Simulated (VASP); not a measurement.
# Mg: single point with PBE

The system is Mg.

```
Mg
1.0
     3.20930    0.00000    0.00000
    -1.60465    2.77934    0.00000
     0.00000    0.00000    5.21030
Mg
2
Direct
  0.32614 0.65961 0.24366
  0.66336 0.34212 0.74945
```

```yaml
Program: VASP 6.6.1
Task: single point
Functional: PBE
Potentials_or_basis: VASP PAW PBE potentials, release 64 (Mg)
Cutoff: 520 eV
k_mesh: 7 × 7 × 4
Occupations: methfessel-paxton, width 0.3 eV
Spin: no spin polarisation
```

```yaml
Pressure: -0.3 GPa
Largest_force: 0.102 eV/Å
Band_gap_on_the_k_mesh: zero (bands 2 and 3 overlap by 2.03 eV)
```

Forces in eV/Å, atoms in the order of the input:
```
Mg  -0.009  0.027  0.098
Mg   0.009 -0.027 -0.098
```

Stress tensor (GPa, compression positive):
```
-1.22 -0.02 -0.01
-0.02 -1.38  0.02
-0.01  0.02  1.57
```

Levels at points of the mesh, in eV from the Fermi level:
| k point | band 1 | band 2 | band 3 | band 4 | band 5 |
| --- | --- | --- | --- | --- | --- |
| (0.00, 0.00, 0.00) | -6.90 | -1.68 | -1.26 | 10.85 | 10.85 |
| (0.00, 0.00, 0.50) | -5.57 | -5.47 | 4.96 | 4.99 | 11.57 |

Wall time 35 s on 1 thread of Intel Xeon 8259CL (shared host), peak memory 0.18 GiB.

Caveat: so wide a smearing shifts energies and pressures.
